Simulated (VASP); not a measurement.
# WC (P-6m2) in VASP: elastic constants with PBE

Aim: the elastic constants of WC with PBE.

All numbers are computed with VASP 6.6.1; they aren't measurements. Logs are shortened: lines on timing, memory, paths and dates and some standing lists are left out, and cuts for length are marked.

## 1. The cell of the first run

The structure is hexagonal, space group P-6m2 (No. 187). The conventional cell has a = 2.923 Å, b = 2.923 Å, c = 2.846 Å, α = 90.00°, β = 90.00°, γ = 120.00°. Within 3.0 Å of W (site symmetry -6m2) lie 6 C at 2.21 Å and 8 W at 2.85 to 2.92 Å. C (site symmetry -6m2) has 6 W at 2.21 Å and 8 C at 2.85 to 2.92 Å within 3.0 Å.

## 2. Elastic constants, PBE

Input file INCAR:

```
  PREC = Accurate
  ENCUT = 600
  EDIFF = 1E-8
  ISMEAR = -1
  SIGMA = 0.15
  LREAL = False
  LASPH = True
  NELM = 80
  ALGO = Normal
  ISIF = 3
  LWAVE = False
  LCHARG = True
  GGA = PE
  IBRION = 6
  NFREE = 2
  POTIM = 0.015
  NSW = 1
```

Input file KPOINTS:

```
regular mesh
0
Gamma
  18 18 14
```

Input file POSCAR:

```
WC
1.0
    2.9229083686      0.0000000000      0.0000000000
   -1.4614541843      2.5313129001      0.0000000000
    0.0000000000      0.0000000000      2.8460220617
W C
1 1
Direct
    0.0000000000      0.0000000000      0.0000000000
    0.6666666667      0.3333333333      0.5000000000
```

Potentials or basis: VASP PAW PBE potentials, release 64 (W_sv, C).

On the command line:

```
$ cat potpaw_PBE.64/W_sv/POTCAR potpaw_PBE.64/C/POTCAR > POTCAR
$ mpirun -np 1 vasp_std > vasp.out
```

OUTCAR:

```text
PREC = Accurate
   ENCUT = 600
   EDIFF = 1E-8
   ISMEAR = -1
   LREAL = False
   LASPH = True
   NELM = 80
   ISIF = 3
   GGA = PE
   IBRION = 6
   NFREE = 2
   POTIM = 0.015
   NSW = 1

 ion  position               nearest neighbor table
   1  0.000  0.000  0.000-   2 2.21   2 2.21   2 2.21   2 2.21   2 2.21   2 2.21
   2  0.667  0.333  0.500-   1 2.21   1 2.21   1 2.21   1 2.21   1 2.21   1 2.21

  LATTYP: Found a hexagonal cell.
 ALAT       =     2.9229083686
 C/A-ratio  =     0.9736952729

  Lattice vectors:

 A1 = (   2.9229083686,   0.0000000000,   0.0000000000)
 A2 = (  -1.4614541843,   2.5313129001,   0.0000000000)
 A3 = (   0.0000000000,   0.0000000000,   2.8460220617)

Analysis of symmetry for initial positions (statically):
=====================================================================
 Subroutine PRICEL returns:
 Original cell was already a primitive cell.

 Routine SETGRP: Setting up the symmetry group for a
 hexagonal supercell.

 Subroutine GETGRP returns: Found 12 space group operations
 (whereof 12 operations were pure point group operations)
 out of a pool of 24 trial point group operations.

The static configuration has the point symmetry D_3h.

Analysis of symmetry for dynamics (positions and initial velocities):
=====================================================================
 Subroutine PRICEL returns:
 Original cell was already a primitive cell.

 Routine SETGRP: Setting up the symmetry group for a
 hexagonal supercell.

 Subroutine GETGRP returns: Found 12 space group operations
 (whereof 12 operations were pure point group operations)
 out of a pool of 24 trial point group operations.

The dynamic configuration has the point symmetry D_3h.

[... 715 lines left out ...]
  band No.  band energies     occupation
      1     -63.1037      2.00000
      2     -27.7630      2.00000
      3     -27.2761      2.00000
      4     -27.0311      2.00000
      5      -0.1537      2.00000
      6       4.0686      2.00000
      7       7.3171      2.00000
      8       7.4534      2.00000
      9      10.3665      1.94837
     10      12.6851      0.00001
     11      14.3620      0.00000
     12      15.5689      0.00000
     13      18.2913      0.00000

 [... further k-points ...]

------------------------ aborting loop because EDIFF is reached ----------------------------------------

  FORCE on cell =-STRESS in cart. coord.  units (eV):
  Direction    XX          YY          ZZ          XY          YZ          ZX
  --------------------------------------------------------------------------------------
  -------------------------------------------------------------------------------------
  Total        0.1160151      0.1160151      0.1539332      0.0000000      0.0000000      0.0000000
  in kB        8.8272603      8.8272603     11.7123390      0.0000000      0.0000000      0.0000000
  external PRESSURE =       9.7889532 kB  Pullay stress =       0.0000000 kB
[... 17 lines left out ...]
  FREE ENERGIE OF THE ION-ELECTRON SYSTEM (eV)
  ---------------------------------------------------
  free  energy   TOTEN  =       -22.4598634068 eV

  energy  without entropy=      -22.4362062290  energy(sigma->0) =      -22.44803482

 INTERNAL STRAIN TENSORS FROM STRAINED CELLS
 ============================================

 INTERNAL STRAIN TENSOR FOR ION    1 for displacements in x,y,z  (eV/Angst):
          X           Y           Z          XY          YZ          ZX
  --------------------------------------------------------------------------------
  x    -0.00000     0.00000    -0.00000     4.83844     0.00000    -0.00000
  y     4.84733    -4.85357     0.00000    -0.00018    -0.00027     0.00008
  z     0.00000     0.00000     0.00000     0.00000     0.00540     0.00000

 INTERNAL STRAIN TENSORS FROM DISPLACED ATOMS
 ============================================

 INTERNAL STRAIN TENSOR FOR ION    1 for displacements in x,y,z  (eV/Angst):
          X           Y           Z          XY          YZ          ZX
  --------------------------------------------------------------------------------
  x    -0.00000     0.00000     0.00000     4.85125     0.00000     0.00000
  y     4.85125    -4.85125     0.00000     0.00000     0.00000     0.00000
  z     0.00000     0.00000     0.00000     0.00000     0.00000     0.00000

 INTERNAL STRAIN TENSOR FOR ION    2 for displacements in x,y,z  (eV/Angst):
          X           Y           Z          XY          YZ          ZX
  --------------------------------------------------------------------------------
  x     0.00000     0.00000     0.00000    -4.84582     0.00000     0.00000
  y    -4.84582     4.84582     0.00000     0.00000     0.00000     0.00000
  z     0.00000     0.00000     0.00000     0.00000     0.00000     0.00000

 Eigenvectors and eigenvalues of the dynamical matrix
 ----------------------------------------------------

   1 f  =   18.132290 THz   113.928541 2PiTHz  604.828107 cm-1    74.989094 meV
             X         Y         Z           dx          dy          dz
      0.000000  0.000000  0.000000     0.247663    0.000000    0.000000
      1.461454  0.843771  1.423011    -0.968846    0.000000    0.000000
[... 21 lines left out ...]
   6 f/i=    0.000479 THz     0.003011 2PiTHz    0.015985 cm-1     0.001982 meV
             X         Y         Z           dx          dy          dz
      0.000000  0.000000  0.000000     0.000000   -0.968846    0.000000
      1.461454  0.843771  1.423011     0.000000   -0.247663    0.000000

--------------------------------------------------------------------------------------------------------

 ELASTIC MODULI CONTR FROM IONIC RELAXATION (kBar)
 Direction    XX          YY          ZZ          XY          YZ          ZX
 --------------------------------------------------------------------------------
 XX        -117.9209    117.9209      0.0000      0.0000      0.0000      0.0000
 YY         117.9209   -117.9209      0.0000      0.0000      0.0000      0.0000
 ZZ           0.0000      0.0000      0.0000      0.0000      0.0000      0.0000
 XY           0.0000      0.0000      0.0000   -117.9209      0.0000      0.0000
 YZ           0.0000      0.0000      0.0000      0.0000      0.0000      0.0000
 ZX           0.0000      0.0000      0.0000      0.0000      0.0000      0.0000
 --------------------------------------------------------------------------------

 TOTAL ELASTIC MODULI (kBar)
 Direction    XX          YY          ZZ          XY          YZ          ZX
 --------------------------------------------------------------------------------
 XX        7038.5811   2276.2884   1735.5030      0.0000      0.0000      0.0000
 YY        2276.2884   7038.5811   1735.5030      0.0000      0.0000      0.0000
 ZZ        1735.5030   1735.5030   9482.1089     -0.0000      0.0000      0.0000
 XY           0.0000      0.0000     -0.0000   2381.1464      0.0000     -0.0000
 YZ          -0.0000      0.0000      0.0000      0.0000   2986.9994      0.0000
 ZX           0.0000     -0.0000      0.0000      0.0000      0.0000   2986.9988
 --------------------------------------------------------------------------------
```

stdout:

```text
POSCAR found type information on POSCAR W C
 POSCAR found :  2 types and       2 ions
 scaLAPACK will be used
 LDA part: xc-table for (Slater+PW92), standard interpolation
 POSCAR, INCAR and KPOINTS ok, starting setup
 FFT: planning ... GRIDC
 FFT: planning ... GRID_SOFT
 FFT: planning ... GRID
 WAVECAR not read
 entering main loop
 Found     4 degrees of freedom:
 Adding 6 more for cell shape distortion
 Finite differences POTIM= 0.01500 DOF=  10
 bond charge predicted
 Finite differences progress:
 bond charge predicted
 Finite differences progress:
 bond charge predicted
 Finite differences progress:
 bond charge predicted
 Finite differences progress:
 bond charge predicted
 Finite differences progress:
 bond charge predicted
 Finite differences progress:
 bond charge predicted
 Finite differences progress:
 bond charge predicted
 Finite differences progress:
 bond charge predicted
 Finite differences progress:
 bond charge predicted
 Finite differences progress:
 bond charge predicted
 Finite differences progress:
 bond charge predicted
 Finite differences progress:
 bond charge predicted
 Finite differences progress:
 bond charge predicted
 Finite differences progress:
 bond charge predicted
 Finite differences progress:
 bond charge predicted
 Finite differences progress:
 bond charge predicted
 Finite differences progress:
 bond charge predicted
 Finite differences progress:
 bond charge predicted
 Finite differences progress:
 bond charge predicted
 Finite differences progress:
```

Run time: 63 min. Hardware: 1 thread of Oxide Virtual Turin-like, shared host; peak memory 0.82 GiB.

What came out:

- Voigt bulk modulus: 389 GPa
- Highest phonon frequency at Γ: 605 cm⁻¹

Phonon frequencies in cm⁻¹ (negative: imaginary):
```
              q point        frequencies
(0.000, 0.000, 0.000)  0 0 0 568 605 605
```

Elastic tensor in Voigt notation (GPa, in the Cartesian axes of the cell as first typed):
```
704 228 174   0   0   0
228 704 174   0   0   0
174 174 948   0   0   0
  0   0   0 299   0   0
  0   0   0   0 299   0
  0   0   0   0   0 238
```

Clamped-ion elastic tensor (GPa):
```
716 216 174   0   0   0
216 716 174   0   0   0
174 174 948   0   0   0
  0   0   0 299   0   0
  0   0   0   0 299   0
  0   0   0   0   0 250
```

Caveat: spin-orbit coupling is left out, which moves the levels of the heavy elements.
